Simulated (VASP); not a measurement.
Wanted: the native input for a VASP 6.6.1 run.

```yaml
Task: single point
Functional: LDA
Potentials_or_basis: VASP PAW LDA potentials, release 64 (Ti_sv)
Cutoff: 520 eV
k_mesh: 22 × 22 × 22
Occupations: gaussian, width 0.15 eV
Spin: collinear spin
Starting_moments: "[1.0] μB"
Fixed_moment: 1 μB
Dipole_correction: no
Further_INCAR_settings: ALGO = Normal; EDIFF = 1e-06; NBANDS = 16
```

The structure of Ti lies in POSCAR:

```
Ti
1.0
    0.0000000000      2.0397865982      2.0397865982
    2.0397865982      0.0000000000      2.0397865982
    2.0397865982      2.0397865982      0.0000000000
Ti
1
Direct
    0.0000000000      0.0000000000      0.0000000000
```

This isn't the form of Ti at room conditions, which is hcp.

The input as run:

INCAR

```
PREC     = Accurate       # precision mode
ENCUT    = 520            # plane-wave cutoff, eV
EDIFF    = 1E-6           # SCF threshold, eV
ISMEAR   = 0              # smearing method
SIGMA    = 0.15           # smearing width, eV
LREAL    = False          # projectors in reciprocal space
LASPH    = True           # aspherical terms in the spheres
NELM     = 150            # most SCF steps
ALGO     = Normal         # electronic algorithm
ISIF     = 2              # what is computed and relaxed
LWAVE    = False          # write WAVECAR
LCHARG   = True           # write CHGCAR
ISPIN    = 2              # spin polarisation
MAGMOM   = 1              # initial moments
LORBIT   = 11             # projections on sites
NUPDOWN  = 1.0            # fixed moment
LMAXMIX  = 4              # l up to which the mixer works
GGA      = CA             # functional
LELF     = True           # ELF
LVHAR    = True         
NBANDS   = 16             # bands
```

KPOINTS

```
regular mesh
0
Gamma
  22 22 22
```

Potentials or basis: VASP PAW LDA potentials, release 64 (Ti_sv).

The run is started by

```sh
$ cat potpaw_LDA.64/Ti_sv/POTCAR > POTCAR
$ mpirun -np 1 vasp_std > vasp.out
```

It gave:

```
Pressure                                              : -3.2 GPa
Net moment                                            : 1.00 μB per cell
Site moments                                          : Ti +0.70 μB
Valence electrons inside the program's atomic spheres : Ti 10.32
```

Caveat: the cell stands under tension; the total moment is fixed, so each spin has its own Fermi level and the state may be an excited one.

It took 72 s on 1 thread of Intel(R) Xeon(R) 6975P-C (Granite Rapids) (shared host), peak memory 0.23 GiB.
